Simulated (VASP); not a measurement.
Input of a VASP 6.6.1 run:

Contents of INCAR:

```
SYSTEM = C
PREC = Accurate
ENCUT = 520
EDIFF = 1E-6
ISMEAR = -1
SIGMA = 0.03
LREAL = .False.
LASPH = .True.
NELM = 60
ALGO = Normal
ISIF = 2
LWAVE = .False.
LCHARG = .True.
GGA = CA
LELF = .True.
LVHAR = .True.
NBANDS = 11
```

File KPOINTS:

```
Automatic mesh
0
Gamma
  16 16 16
  0 0 0
```

POSCAR

```
C
1.0
    0.0356680000      1.8012340000      1.8012340000
    1.8012340000      0.0356680000      1.8012340000
    1.8012340000      1.8012340000      0.0356680000
C
2
Direct
    0.5000000000      0.5000000000      0.5000000000
    0.7500000000      0.7500000000      0.7500000000
```

Potentials or basis: VASP PAW LDA potentials, release 64 (C).

Run with:

```bash
$ cat potpaw_LDA.64/C/POTCAR > POTCAR
$ mpirun -np 1 vasp_std > vasp.out
```

Problem. Predict the band gap on the k mesh.

Solution. 4.05 eV (least direct gap 4.88 eV).

Problem. Estimate the pressure.

Solution. -11.0 GPa.

Problem. Predict the largest force.

Solution. 0.046 eV/Å.

Stress tensor (GPa, compression positive):
```
-11.04 -10.94 -10.94
-10.94 -11.04 -10.94
-10.94 -10.94 -11.04
```

Caveat: the cell differs from its parent crystal (equal xy, yz and zx shear strains of +2 %); the cell stands under tension. A k mesh can miss the band edges.
